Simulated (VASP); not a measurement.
# ScGePd (P-62m) in VASP: a series of runs

Runs on ScGePd. Level: LDA. Tasks: single point.

Program: VASP 6.6.1. These are calculated values, not measurements. Logs are shortened: lines on timing, memory, paths and dates and some standing lists are left out, and cuts for length are marked.

## Step 1: The cell of the first run

It takes space group P-62m (No. 189, hexagonal). Conventional cell: a = 6.585 Å, b = 6.585 Å, c = 3.884 Å, α = 90.00°, β = 90.00°, γ = 120.00°. Within 3.6 Å of Sc (site symmetry m2m) lie 5 Ge at 2.76 to 2.79 Å and 6 Pd at 2.91 to 3.11 Å and 4 Sc at 3.41 Å. Within 3.3 Å of Ge (site symmetry -6) lie 3 Pd at 2.52 Å and 6 Sc at 2.76 Å. Within 3.4 Å of Ge (site symmetry -62m) lie 6 Pd at 2.54 Å and 3 Sc at 2.79 Å. Pd (site symmetry m2m) has 4 Ge at 2.52 to 2.54 Å and 2 Pd at 2.83 Å and 6 Sc at 2.91 to 3.11 Å within 3.3 Å.

## Step 2: Single point, LDA

Input file INCAR:

```
PREC = Accurate ; ENCUT = 520
EDIFF = 1E-6 ; ISMEAR = 0
SIGMA = 0.1 ; LREAL = F
LASPH = T ; NELM = 100
ALGO = Fast ; ISIF = 2
LWAVE = F ; LCHARG = F
GGA = CA ; NBANDS = 62
```

Input file KPOINTS:

```
regular mesh
0
Gamma
  6 6 10
```

Input file POSCAR:

```
ScGePd
1.0
    6.5852923140      0.0000000000      0.0000000000
   -3.2926461570      5.7030304352      0.0000000000
    0.0000000000      0.0000000000      3.8840323354
Sc Ge Pd
3 3 3
Direct
    0.0000000000      0.5766403438      0.0000000000
    0.4233596562      0.4233596562      0.0000000000
    0.5766403438      0.0000000000      0.0000000000
    0.3333333333      0.6666666667      0.5000000000
    0.6666666667      0.3333333333      0.5000000000
    0.0000000000      0.0000000000      0.0000000000
    0.0000000000      0.2482508496      0.5000000000
    0.7517491504      0.7517491504      0.5000000000
    0.2482508496      0.0000000000      0.5000000000
```

Potentials or basis: VASP PAW LDA potentials, release 64 (Sc_sv, Ge_d, Pd).

The run is started by

```
cat potpaw_LDA.64/Sc_sv/POTCAR potpaw_LDA.64/Ge_d/POTCAR potpaw_LDA.64/Pd/POTCAR > POTCAR
mpirun -np 1 vasp_std > vasp.out
```

OUTCAR:

```text
PREC = Accurate
   ENCUT = 520
   EDIFF = 1E-6
   ISMEAR = 0
   LREAL = F
   LASPH = T
   NELM = 100
   ISIF = 2
   GGA = CA

 ion  position               nearest neighbor table
   1  0.000  0.577  0.000-   4 2.76   4 2.76   5 2.76   5 2.76   6 2.79   7 2.91   7 2.91   9 3.11
                             9 3.11   8 3.11   8 3.11   3 3.41   3 3.41   2 3.41   2 3.41
   2  0.423  0.423  0.000-   4 2.76   4 2.76   5 2.76   5 2.76   6 2.79   8 2.91   8 2.91   9 3.11
                             9 3.11   7 3.11   7 3.11   3 3.41   3 3.41   1 3.41   1 3.41
   3  0.577  0.000  0.000-   5 2.76   5 2.76   4 2.76   4 2.76   6 2.79   9 2.91   9 2.91   7 3.11
                             7 3.11   8 3.11   8 3.11   1 3.41   2 3.41   2 3.41   1 3.41
   4  0.333  0.667  0.500-   9 2.52   7 2.52   8 2.52   1 2.76   1 2.76   3 2.76   3 2.76   2 2.76
                             2 2.76
   5  0.667  0.333  0.500-   7 2.52   9 2.52   8 2.52   3 2.76   3 2.76   1 2.76   1 2.76   2 2.76
                             2 2.76
   6  0.000  0.000  0.000-   7 2.54   8 2.54   7 2.54   8 2.54   9 2.54   9 2.54   1 2.79   2 2.79
                             3 2.79
   7  0.000  0.248  0.500-   5 2.52   4 2.52   6 2.54   6 2.54   8 2.83   9 2.83   1 2.91   1 2.91
                             3 3.11   3 3.11   2 3.11   2 3.11
   8  0.752  0.752  0.500-   5 2.52   4 2.52   6 2.54   6 2.54   7 2.83   9 2.83   2 2.91   2 2.91
                             3 3.11   3 3.11   1 3.11   1 3.11
   9  0.248  0.000  0.500-   4 2.52   5 2.52   6 2.54   6 2.54   8 2.83   7 2.83   3 2.91   3 2.91
                             1 3.11   2 3.11   1 3.11   2 3.11

  LATTYP: Found a hexagonal cell.
 ALAT       =     6.5852923140
 C/A-ratio  =     0.5898040892

  Lattice vectors:

 A1 = (   6.5852923140,   0.0000000000,   0.0000000000)
 A2 = (  -3.2926461570,   5.7030304352,   0.0000000000)
 A3 = (   0.0000000000,   0.0000000000,   3.8840323354)

Analysis of symmetry for initial positions (statically):
=====================================================================
 Subroutine PRICEL returns:
 Original cell was already a primitive cell.

 Routine SETGRP: Setting up the symmetry group for a
 hexagonal supercell.

 Subroutine GETGRP returns: Found 12 space group operations
 (whereof 12 operations were pure point group operations)
 out of a pool of 24 trial point group operations.

The static configuration has the point symmetry D_3h.

Analysis of symmetry for dynamics (positions and initial velocities):
=====================================================================
 Subroutine PRICEL returns:
 Original cell was already a primitive cell.

 Routine SETGRP: Setting up the symmetry group for a
 hexagonal supercell.

 Subroutine GETGRP returns: Found 12 space group operations
 (whereof 12 operations were pure point group operations)
 out of a pool of 24 trial point group operations.

The dynamic configuration has the point symmetry D_3h.

 Subroutine INISYM returns: Found 12 space group operations
 (whereof 12 operations are pure point group operations),
 and found     1 'primitive' translations

----------------------------------------------------------------------------------------

                                     Primitive cell

  volume of cell :     145.8692

  direct lattice vectors                    reciprocal lattice vectors
     6.585292314  0.000000000  0.000000000     0.151853548  0.087672687  0.000000000
    -3.292646157  5.703030435  0.000000000     0.000000000  0.175345373  0.000000000
     0.000000000  0.000000000  3.884032335     0.000000000  0.000000000  0.257464386

  length of vectors
     6.585292314  6.585292314  3.884032335     0.175345373  0.175345373  0.257464386

  position of ions in fractional coordinates (direct lattice)
     0.000000000  0.576640344  0.000000000
     0.423359656  0.423359656  0.000000000
     0.576640344  0.000000000  0.000000000
     0.333333333  0.666666667  0.500000000
     0.666666667  0.333333333  0.500000000
     0.000000000  0.000000000  0.000000000
     0.000000000  0.248250850  0.500000000
     0.751749150  0.751749150  0.500000000
     0.248250850  0.000000000  0.500000000

  ion indices of the primitive-cell ions
   primitive index   ion index
                 1           1
                 2           2
                 3           3
                 4           4
                 5           5
                 6           6
                 7           7
                 8           8
                 9           9

----------------------------------------------------------------------------------------

 KPOINTS: regular mesh

Automatic generation of k-mesh.
 Grid dimensions read from file:
 generate k-points for:    6    6   10

 Generating k-lattice:

  Cartesian coordinates                     Fractional coordinates (reciprocal lattice)
     0.025308925  0.014612114  0.000000000     0.166666667  0.000000000  0.000000000
     0.000000000  0.029224229  0.000000000     0.000000000  0.166666667  0.000000000
     0.000000000  0.000000000  0.025746439     0.000000000  0.000000000  0.100000000

  Length of vectors
     0.029224229  0.029224229  0.025746439

  Shift w.r.t. Gamma in fractional coordinates (k-lattice)
     0.000000000  0.000000000  0.000000000

 Subroutine IBZKPT returns following result:
 ===========================================

 Found     42 irreducible k-points:

 Following reciprocal coordinates:
            Coordinates               Weight
  0.000000  0.000000  0.000000      1.000000
  0.166667 -0.000000  0.000000      6.000000
  0.333333 -0.000000  0.000000      6.000000
  0.500000 -0.000000  0.000000      3.000000
  0.166667  0.166667  0.000000      6.000000
  0.333333  0.166667  0.000000     12.000000
[... 16 lines left out ...]
  0.166667 -0.000000  0.300000     12.000000
  0.333333 -0.000000  0.300000     12.000000
 [... further k-points ...]
   k-points           NKPTS =     42   k-points in BZ     NKDIM =     42   number of bands    NBANDS=     62
   number of dos      NEDOS =    301   number of ions     NIONS =      9
   total plane-waves  NPLWV =  75000
   dimension x,y,z NGX =    50 NGY =   50 NGZ =   30
   dimension x,y,z NGXF=   100 NGYF=  100 NGZF=   60
   ions per type =               3   3   3
   NGX,Y,Z   is equivalent  to a cutoff of  12.62, 12.62, 12.84 a.u.
   NGXF,Y,Z  is equivalent  to a cutoff of  25.25, 25.25, 25.68 a.u.
 SYSTEM =  unknown system
   PREC   = accura    normal or accurate (medium, high low for compatibility)
   ISTART =      0    job   : 0-new  1-cont  2-samecut
   ICHARG =      2    charge: 1-file 2-atom 10-const
   ISPIN  =      1    spin polarized calculation?
   LNONCOLLINEAR =      F non collinear calculations
   LSORBIT =      F    spin-orbit coupling
   LASPH  =      T    aspherical Exc in radial PAW
   ENCUT  =  520.0 eV  38.22 Ry    6.18 a.u.  12.24 12.24  7.22*2*pi/ulx,y,z
   NELM   =    100;   NELMIN=  2; NELMDL= -5     # of ELM steps
   EDIFF  = 0.1E-05   stopping-criterion for ELM
   LREAL  =      F    real-space projection
   EDIFFG = 0.1E-04   stopping-criterion for IOM
   NSW    =      0    number of steps for IOM
   IBRION =     -1    ionic relax: 0-MD 1-quasi-New 2-CG
   NFREE  =      0    steps in history (QN), initial steepest desc. (CG)
   ISIF   =      2    stress and relaxation
   ISYM   =      2    0-nonsym 1-usesym 2-fastsym
   POTIM  = 0.5000    time-step for ionic-motion
   TEBEG  =    0.0;   TEEND  =   0.0 temperature during run
   PSTRESS=    0.0 pullay stress
   NELECT =     105.0000    total number of electrons
   NUPDOWN=      -1.0000    fix difference up-down
   EMIN   =  10.00;   EMAX   =-10.00  energy-range for DOS
   EFERMI =   0.00;   METHOD = LEGACY
   ISMEAR =     0;   SIGMA  =   0.10  broadening in eV -4-tet -1-fermi 0-gaus
   EFERMI_NEDOS =   21; number of points for ismear=-14 and -15
   IALGO  =     68    algorithm
   IMIX   =      4    mixing-type and parameters
     AMIX     =   0.40;   BMIX     =  1.00
     AMIX_MAG =   1.60;   BMIX_MAG =  1.00
  volume/ion in A,a.u.               =      16.21       109.37
  Fermi-wavevector in a.u.,A,eV,Ry     =   1.467180  2.772568 29.288135  2.152617
  Thomas-Fermi vector in A             =   2.582829
   LORBIT       =      0    0 simple, 1 ext, 2 COOP (PROOUT), +10 PAW based schemes
   GGA     = CA    functional components
   LHFCALC =     F    Hartree Fock is set to
   AEXX    =    0.0000 exact exchange contribution
   IVDW    =     0    specifies the selected vdW correction
   LEPSILON=     F    determine dielectric tensor
   LRPA    =     F    only Hartree local field effects (RPA)
 non-spin polarized calculation
 RMM-DIIS sequential band-by-band and
 Gauss-broadening in eV      SIGMA  =   0.10
  energy-cutoff  :      520.00
  volume of cell :      145.87
 maximum number of plane-waves:      3948
 NGX is ok and might be reduce to    50
   NGX = 25   NGY = 25   NGZ = 15

 number of electron     105.0000022 magnetization

 Free energy of the ion-electron system (eV)
  ---------------------------------------------------
  ext. energy  EPLUGINS =         0.00000000
  ---------------------------------------------------
  free energy    TOTEN  =       -64.38276961 eV

  energy without entropy =      -64.36047010  energy(sigma->0) =      -64.37161985

 E-fermi :   7.8385     XC(G=0): -12.3957

 val. band max:        7.7653232994   @ k =   0.3333   0.1667   0.1000
 cond. band min:       7.8424546335   @ k =   0.1667   0.1667   0.1000
 fundamental gap:      0.0771313341
 Fermi energy:         7.8385285938

 k-point     1 :       0.0000    0.0000    0.0000
  band No.  band energies     occupation
      1     -40.9363      2.00000
      2     -40.9161      2.00000
      3     -40.9161      2.00000
      4     -20.0101      2.00000
      5     -19.9985      2.00000
      6     -19.9985      2.00000
[... 54 lines left out ...]
     61      10.4756      0.00000
     62      10.5220      0.00000

 k-point     2 :       0.1667   -0.0000    0.0000
  band No.  band energies     occupation
      1     -40.9351      2.00000
      2     -40.9173      2.00000
      3     -40.9161      2.00000
      4     -20.0132      2.00000
      5     -19.9977      2.00000
      6     -19.9798      2.00000
[... 54 lines left out ...]
     61      10.5679      0.00000
     62      10.7481      0.00000

 k-point     3 :       0.3333   -0.0000    0.0000
  band No.  band energies     occupation
      1     -40.9320      2.00000
      2     -40.9204      2.00000
      3     -40.9162      2.00000
      4     -20.0115      2.00000
      5     -19.9896      2.00000
      6     -19.9557      2.00000
[... 1354 lines left out ...]
     61      10.0862      0.00000
     62      11.1417      0.00000

 k-point    24 :       0.3333   -0.0000    0.3000
  band No.  band energies     occupation
      1     -40.9302      2.00000
      2     -40.9188      2.00000
      3     -40.9147      2.00000
      4     -20.0059      2.00000
      5     -19.9920      2.00000
      6     -19.9858      2.00000
[... 54 lines left out ...]
     61      10.4828      0.00000
     62      10.9843      0.00000

 [... further k-points ...]

------------------------ aborting loop because EDIFF is reached ----------------------------------------

  FORCE on cell =-STRESS in cart. coord.  units (eV):
  Direction    XX          YY          ZZ          XY          YZ          ZX
  --------------------------------------------------------------------------------------
  -------------------------------------------------------------------------------------
  Total        0.4589048      0.4589048      0.4515962      0.0000000      0.0000000     -0.0000000
  in kB        5.0404535      5.0404535      4.9601779      0.0000000      0.0000000     -0.0000000
  external PRESSURE =       5.0136950 kB  Pullay stress =       0.0000000 kB

 VOLUME and BASIS-vectors are now :
 -----------------------------------------------------------------------------
  energy-cutoff  :      520.00
  volume of cell :      145.87
      direct lattice vectors                 reciprocal lattice vectors
     6.585292314  0.000000000  0.000000000     0.151853548  0.087672687  0.000000000
    -3.292646157  5.703030435  0.000000000     0.000000000  0.175345373  0.000000000
     0.000000000  0.000000000  3.884032335     0.000000000  0.000000000  0.257464386

 POSITION                                       TOTAL-FORCE (eV/Angst)
 -----------------------------------------------------------------------------------
     -1.89867      3.28860      0.00000        -0.001175      0.002035      0.000000
      1.39397      2.41443      0.00000        -0.001175     -0.002035     -0.000000
      3.79735      0.00000      0.00000         0.002350      0.000000     -0.000000
     -0.00000      3.80202      1.94202         0.000000      0.000000      0.000000
      3.29265      1.90101      1.94202         0.000000      0.000000      0.000000
      0.00000      0.00000      0.00000         0.000000      0.000000      0.000000
     -0.81740      1.41578      1.94202         0.003167     -0.005485      0.000000
      2.47524      4.28725      1.94202         0.003167      0.005485     -0.000000
      1.63480      0.00000      1.94202        -0.006333      0.000000      0.000000
 -----------------------------------------------------------------------------------
    total drift:                                0.000005      0.000008     -0.000001

  FREE ENERGIE OF THE ION-ELECTRON SYSTEM (eV)
  ---------------------------------------------------
  free  energy   TOTEN  =       -64.3827696065 eV

  energy  without entropy=      -64.3604700992  energy(sigma->0) =      -64.37161985
```

Wall time 9.4 min (1 thread of Intel Xeon Platinum 8488C (Sapphire Rapids), shared host); peak memory 0.42 GiB.

What came out:

| Quantity | Value |
| --- | --- |
| Free energy | -64.3828 eV |
| Pressure | 0.5 GPa |
| Largest force | 0.006 eV/Å |
| Band gap on the k mesh | zero (an odd number of electrons rules out a gap without spin polarisation) |

Forces in eV/Å, atoms in the order of the input:
```
Sc  -0.001  0.002  0.000
Sc  -0.001 -0.002  0.000
Sc   0.002  0.000  0.000
Ge   0.000  0.000  0.000
Ge   0.000  0.000  0.000
Ge   0.000  0.000  0.000
Pd   0.003 -0.005  0.000
Pd   0.003  0.005  0.000
Pd  -0.006  0.000  0.000
```

## Step 3: Single point, LDA

Input file INCAR:

```
SYSTEM = ScGePd
ALGO = Fast ; EDIFF = 1E-6
ENCUT = 520 ; GGA = CA
ISIF = 2 ; ISMEAR = -1
LASPH = .True. ; LCHARG = .False.
LREAL = .False. ; LWAVE = .False.
NBANDS = 62 ; NELM = 60
PREC = Accurate ; SIGMA = 0.15
```

Input file KPOINTS:

```
k-points
0
Gamma
  6 6 10
  0 0 0
```

Input file POSCAR:

```
ScGePd
1.0
    6.6003519103      0.0000000000      0.0000000000
   -3.3001759551      5.7160724282      0.0000000000
    0.0000000000      0.0000000000      3.8701389078
Sc Ge Pd
3 3 3
Direct
    0.0000000000      0.5778229197      0.0000000000
    0.4221770803      0.4221770803      0.0000000000
    0.5778229197      0.0000000000      0.0000000000
    0.3333333333      0.6666666667      0.5000000000
    0.6666666667      0.3333333333      0.5000000000
    0.0000000000      0.0000000000      0.0000000000
    0.0000000000      0.2487542831      0.5000000000
    0.7512457169      0.7512457169      0.5000000000
    0.2487542831      0.0000000000      0.5000000000
```

Potentials or basis: VASP PAW LDA potentials, release 64 (Sc_sv, Ge_d, Pd).

The run is started by

```
cat potpaw_LDA.64/Sc_sv/POTCAR potpaw_LDA.64/Ge_d/POTCAR potpaw_LDA.64/Pd/POTCAR > POTCAR
mpirun -np 1 vasp_std > vasp.out
```

It took 9.5 min on 1 thread of Intel Xeon Platinum 8488C (Sapphire Rapids), shared host; peak memory 0.43 GiB.

Results (log left out):

* Free energy: -64.5532 eV
* Pressure: 0.5 GPa
* Largest force: 0.006 eV/Å
* Band gap on the k mesh: zero (an odd number of electrons rules out a gap without spin polarisation)

Forces in eV/Å, atoms in the order of the input:
```
Sc  -0.001  0.001  0.000
Sc  -0.001 -0.001  0.000
Sc   0.002  0.000  0.000
Ge   0.000  0.000  0.000
Ge   0.000  0.000  0.000
Ge   0.000  0.000  0.000
Pd   0.003 -0.005  0.000
Pd   0.003  0.005  0.000
Pd  -0.006  0.000  0.000
```

Levels at points of the mesh, in eV from the Fermi level:
| k point | band 48 | band 49 | band 50 | band 51 | band 52 | band 53 | band 54 | band 55 | band 56 | band 57 |
| --- | --- | --- | --- | --- | --- | --- | --- | --- | --- | --- |
| (0.00, 0.00, 0.00) | -2.02 | -1.38 | -0.40 | -0.28 | 0.05 | 0.61 | 0.61 | 1.25 | 1.25 | 1.43 |
| (0.50, 0.00, 0.00) | -0.94 | -0.83 | -0.68 | -0.13 | 0.19 | 0.41 | 0.42 | 0.55 | 0.60 | 1.25 |
| (0.00, 0.00, 0.50) | -1.78 | -1.55 | -1.55 | -1.37 | -1.21 | -0.96 | -0.96 | 1.70 | 1.70 | 1.71 |
| (0.50, 0.00, 0.50) | -2.44 | -2.42 | -1.53 | -1.22 | -1.17 | -1.12 | 0.02 | 1.47 | 1.83 | 1.98 |
